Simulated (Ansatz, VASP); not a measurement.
ZnS: VASP beside Ansatz

File POSCAR:

```
ZnS
1.0
    0.0000000000      2.6191996977      2.6191996977
    2.6191996977      0.0000000000      2.6191996977
    2.6191996977      2.6191996977      0.0000000000
Zn S
1 1
Direct
    0.2500000000      0.2500000000      0.2500000000
    0.0000000000      0.0000000000      0.0000000000
```

INCAR.step1

```
SYSTEM = ZnS
PREC     = Accurate       ! precision mode
ENCUT    = 520            ! plane-wave cutoff, eV
ISMEAR   = 0              ! smearing method
SIGMA    = 0.01           ! smearing width, eV
LREAL    = .FALSE.        ! projectors in reciprocal space
LASPH    = .TRUE.         ! aspherical terms in the spheres
NELM     = 80             ! most SCF steps
NBANDS   = 16             ! bands
GGA      = PE             ! functional
ALGO     = Normal         ! electronic algorithm
EDIFF    = 1E-4           ! SCF threshold, eV
LWAVE    = .TRUE.         ! write WAVECAR
LCHARG   = .FALSE.        ! write CHGCAR
```

Contents of INCAR.step2:

```
SYSTEM = ZnS
PREC     = Accurate       ! precision mode
ENCUT    = 520            ! plane-wave cutoff, eV
EDIFF    = 1E-6           ! SCF threshold, eV
ISMEAR   = 0              ! smearing method
SIGMA    = 0.01           ! smearing width, eV
LREAL    = .FALSE.        ! projectors in reciprocal space
LASPH    = .TRUE.         ! aspherical terms in the spheres
NELM     = 80             ! most SCF steps
ALGO     = Normal         ! electronic algorithm
ISIF     = 2              ! what is computed and relaxed
LWAVE    = .FALSE.        ! write WAVECAR
LCHARG   = .TRUE.         ! write CHGCAR
METAGGA  = R2SCAN         ! meta-GGA
LMIXTAU  = .TRUE.       
LELF     = .TRUE.         ! ELF
LVHAR    = .TRUE.       
NBANDS   = 16             ! bands
ISTART   = 1
```

KPOINTS

```
regular mesh
0
G
  8 8 8
  0 0 0
```

Input for Ansatz:

```yaml
crystal:
  lattice:
    - [0.0, 2.6191996977, 2.6191996977]
    - [2.6191996977, 0.0, 2.6191996977]
    - [2.6191996977, 2.6191996977, 0.0]
  atoms:
    - { symbol: Zn, position: [0.25, 0.25, 0.25] }
    - { symbol: S, position: [0.0, 0.0, 0.0] }
kpoints:
  mp_grid: { grid: [8, 8, 8] }
  band_path:
    path:
      - [0.0, 0.0, 0.0]
      - [-0.5, -0.5, 0.0]
      - [-0.375, -0.375, 0.25]
      - [-0.375, 0.0, 0.375]
      - [0.0, 0.0, 0.5]
      - [-0.5, -0.25, 0.25]
    npoints: 1
hamiltonian:
  xc: r2scan
scf:
  occupations: { method: fixed }
  n_extra_bands: 4
output:
  forces: true
  stress: true
  eigenvalues: true
  write_density: true
  write_potential: true
  elf: true
  volumetric_format: npy
```

Change from the starting cell: hydrostatic strain -2.8%.

Alike in both runs: task single point; functional r2SCAN; k mesh 8 × 8 × 8; no spin polarisation.

```csv
,VASP,Ansatz
version,VASP 6.6.1,Ansatz 0.2.0
potentials or method,"VASP PAW PBE potentials, release 64 (Zn, S)","plane waves, PAW"
plane-wave cutoff (eV),520,500
occupations,"gaussian, width 0.01 eV",fixed
valence electrons in the cell,18,18
```

|  | VASP | Ansatz | Ansatz less VASP |
| --- | --- | --- | --- |
| gap on the k mesh at the Fermi level (eV) | 3.12 | 3.10 | -0.019 |
| pressure (GPa) | 8.1 | 8.1 | -0.04 |

VASP's potentials were made for PBE, not for r2SCAN.
